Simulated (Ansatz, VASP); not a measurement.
Au in VASP and in Ansatz

INCAR

```
SYSTEM = Au
ALGO = Fast ; EDIFF = 1E-6
ENCUT = 520 ; GGA = PS
ISIF = 2 ; ISMEAR = 0
LASPH = .True. ; LCHARG = .False.
LREAL = .False. ; LWAVE = .False.
NBANDS = 18 ; NELM = 100
PREC = Accurate ; SIGMA = 0.05
```

The input KPOINTS:

```
k-points
0
Gamma
  14 14 8
  0 0 0
```

Contents of POSCAR:

```
Au
1.0
   -2.8226199300      0.0000000000      0.0000000000
    1.4113099650     -2.5559330250      0.0000000000
    0.0000000000      0.0000000000      4.8931696100
Au
2
Direct
    0.6653279700      0.3306559400      0.2500000000
    0.3346720300      0.6693440600      0.7500000000
```

Input for Ansatz:

```yaml
crystal:
  lattice:
    - [-2.82261993, 0.0, 0.0]
    - [1.411309965, -2.555933025, 0.0]
    - [0.0, 0.0, 4.89316961]
  atoms:
    - { symbol: Au, position: [0.66532797, 0.33065594, 0.25] }
    - { symbol: Au, position: [0.33467203, 0.66934406, 0.75] }
basis:
  ecutwfc: 420
  fft_grid_basis: typed
kpoints:
  mp_grid: { grid: [14, 14, 8] }
hamiltonian:
  xc: pbesol
  pseudopotentials: { kind: paw }
scf:
  occupations: { method: gaussian, width: 0.05 }
output:
  forces: true
  stress: true
  eigenvalues: true
  bader: true
  write_density: true
  volumetric_format: npy
  elf: true
```

Alike in both runs: task single point; functional PBEsol; k mesh 14 × 14 × 8; occupations gaussian, width 0.05 eV; no spin polarisation.

```csv
,VASP,Ansatz
version,VASP 6.6.1,Ansatz 0.2.0
potentials or method,"VASP PAW PBE potentials, release 64 (Au), cutoff 520 eV","scalar-relativistic, plane waves, PAW"
valence electrons in the cell,22,38
```

VASP gave:

| Item | Value |
| --- | --- |
| gap on the k mesh at the Fermi level (eV) | none |
| pressure (GPa) | -5.5 |
| traceless stress, the component that is largest in VASP (GPa) | -0.84 |

Problem. Estimate Ansatz's values.

Solution. gap on the k mesh at the Fermi level (eV): none; pressure (GPa): -5.3; traceless stress, the component that is largest in VASP (GPa): -0.86.

VASP's potentials were made for PBE, not for PBEsol. A gap of «none» marks a metal or a gap that the smearing closes. The functional is the same, so the differences come from potentials, cutoffs and numerics. VASP's potentials hold 22 valence electrons a cell and Ansatz's 38, so a difference there can come from the potentials and not from the codes.

Spin-orbit coupling is off throughout.
